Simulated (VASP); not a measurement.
Set up this calculation in VASP 6.6.1, as the native input.

| Item | Value |
| --- | --- |
| Task | single point |
| Functional | PBEsol |
| Potentials or basis | VASP PAW PBE potentials, release 64 (Si) |
| Cutoff | 520 eV |
| k mesh | 14 × 14 × 14 |
| Occupations | gaussian, width 0.05 eV |
| Spin | no spin polarisation |
| Dipole correction | no |
| Further INCAR settings | ALGO = Normal; EDIFF = 1e-06; NBANDS = 11 |

The structure of Si lies in POSCAR:

```
Si
1.0
    0.0000000000      2.6804502073      2.6804502073
    2.6804502073      0.0000000000      2.6804502073
    2.6804502073      2.6804502073      0.0000000000
Si
2
Direct
    0.7500000000      0.7500000000      0.7500000000
    0.5000000000      0.5000000000      0.5000000000
```

These files were run (other wordings do the same):

INCAR

```
PREC = Accurate
ENCUT = 520
EDIFF = 1E-6
ISMEAR = 0
SIGMA = 0.05
LREAL = F
LASPH = T
NELM = 60
ALGO = Normal
ISIF = 2
LWAVE = F
LCHARG = F
GGA = PS
NBANDS = 11
```

KPOINTS

```
regular mesh
0
Gamma
  14 14 14
```

Potentials or basis: VASP PAW PBE potentials, release 64 (Si).

The run is started by

```bash
$ cat potpaw_PBE.64/Si/POTCAR > POTCAR
$ mpirun -np 1 vasp_std > vasp.out
```

It gave:

The pressure is 4.3 GPa and the band gap on the k mesh is 0.38 eV (least direct gap 2.53 eV).

Caveat: the cell stands under pressure; the PAW data sets were made with another functional, which shifts forces and pressure a little.

Run time: 15 s on 1 thread of Intel(R) Xeon(R) Platinum 8488C (Sapphire Rapids) (shared host), peak memory 0.17 GiB.
